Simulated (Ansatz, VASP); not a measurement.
**SnO2: VASP beside Ansatz**

Contents of INCAR:

```
PREC = Accurate
ENCUT = 520
EDIFF = 1E-6
ISMEAR = 0
SIGMA = 0.05
LREAL = False
LASPH = True
NELM = 100
ALGO = Normal
ISIF = 2
LWAVE = False
LCHARG = True
GGA = PE
LELF = True
LVHAR = True
NBANDS = 35
```

Contents of KPOINTS:

```
regular mesh
0
Gamma
  6 6 8
```

Contents of POSCAR:

```
SnO2
1.0
    4.7373500000      0.0000000000      0.0000000000
    0.0000000000      4.7373500000      0.0000000000
    0.0000000000      0.0000000000      3.1864000000
Sn O
2 4
Direct
    0.0055973285      0.0055973285      0.0000000000
    0.5000000000      0.5000000000      0.5000000000
    0.3056200000      0.3056200000      0.0000000000
    0.1943800000      0.8056200000      0.5000000000
    0.6943800000      0.6943800000      0.0000000000
    0.8056200000      0.1943800000      0.5000000000
```

Input for Ansatz:

```yaml
crystal:
  lattice:
    - [4.73735, 0.0, 0.0]
    - [0.0, 4.73735, 0.0]
    - [0.0, 0.0, 3.1864]
  atoms:
    - { symbol: Sn, position: [0.0055973285, 0.0055973285, 0.0] }
    - { symbol: Sn, position: [0.5, 0.5, 0.5] }
    - { symbol: O, position: [0.30562, 0.30562, 0.0] }
    - { symbol: O, position: [0.19438, 0.80562, 0.5] }
    - { symbol: O, position: [0.69438, 0.69438, 0.0] }
    - { symbol: O, position: [0.80562, 0.19438, 0.5] }
basis:
  ecutwfc: 420
kpoints:
  mp_grid: { grid: [6, 6, 8] }
hamiltonian:
  xc: pbe
scf:
  occupations: { method: gaussian, width: 0.05 }
output:
  forces: true
  stress: true
  eigenvalues: true
```

Alike in both runs: task single point; functional PBE; k mesh 6 × 6 × 8; occupations gaussian, width 0.05 eV; no spin polarisation.

|  | VASP | Ansatz |
| --- | --- | --- |
| version | VASP 6.6.1 | Ansatz 0.2.0 |
| potentials or method | VASP PAW PBE potentials, release 64 (Sn_d, O), cutoff 520 eV | scalar-relativistic, plane waves, PAW |
| valence electrons in the cell | 52 | 52 |

```csv
,VASP,Ansatz,Ansatz less VASP
gap on the k mesh at the Fermi level (eV),1.23,1.24,+0.010
least direct gap on the mesh (eV),1.23,1.24,+0.010
pressure (GPa),11.6,10.9,-0.69
"traceless stress, the component that is largest in VASP (GPa)",1.62,1.41,-0.210
rms of the force components (eV/Å),0.256,0.252,-0.0040
```

Atom by atom the forces differ by 0.009 eV/Å (rms over components). The functional is the same, so the differences come from potentials, cutoffs and numerics.
